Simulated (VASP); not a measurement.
Here is a VASP 6.6.1 calculation.

File INCAR:

```
SYSTEM = Hf3Be
PREC     = Accurate       ! precision mode
ENCUT    = 600            ! plane-wave cutoff, eV
EDIFF    = 1E-7           ! SCF threshold, eV
ISMEAR   = -1             ! smearing method
SIGMA    = 0.05           ! smearing width, eV
LREAL    = .False.        ! projectors in reciprocal space
LASPH    = .True.         ! aspherical terms in the spheres
NELM     = 60             ! most SCF steps
ALGO     = Fast           ! electronic algorithm
ISIF     = 3              ! what is computed and relaxed
LWAVE    = .False.        ! write WAVECAR
LCHARG   = .False.        ! write CHGCAR
GGA      = PE             ! functional
IBRION   = 2              ! ionic algorithm
NSW      = 60             ! ionic steps
EDIFFG   = -0.01          ! ionic threshold
PSTRESS  = 100.0
```

KPOINTS

```
Automatic mesh
0
Gamma
  9 9 9
  0 0 0
```

POSCAR

```
Hf3Be
1.0
   -2.0920000000      2.0920000000      4.3530460000
    2.0920000000     -2.0920000000      4.3530460000
    2.0920000000      2.0920000000     -4.3530460000
Hf Be
3 1
Direct
    0.5000000000      0.5000000000      0.0000000000
    0.2500000000      0.7500000000      0.5000000000
    0.7500000000      0.2500000000      0.5000000000
    0.0000000000      0.0000000000      0.0000000000
```

Potentials or basis: VASP PAW PBE potentials, release 64 (Hf_pv, Be).

Run with:

```console
$ cat potpaw_PBE.64/Hf_pv/POTCAR potpaw_PBE.64/Be/POTCAR > POTCAR
$ mpirun -np 1 vasp_std > vasp.out
```

(1) What does it give for the band gap on the k mesh?

(2) Predict the relaxed cell.

(3) Predict the relaxed volume.

Answers

(1) zero (bands 16 and 17 overlap by 0.68 eV).

(2) a = 5.117 Å, b = 5.117 Å, c = 5.117 Å, α = 133.22°, β = 133.22°, γ = 68.31°.

(3) 17.48 Å³/atom.

Caveat: the cell is relaxed towards a set pressure, so the run minimises the enthalpy, not the energy; spin-orbit coupling is left out, which moves the levels of the heavy elements.
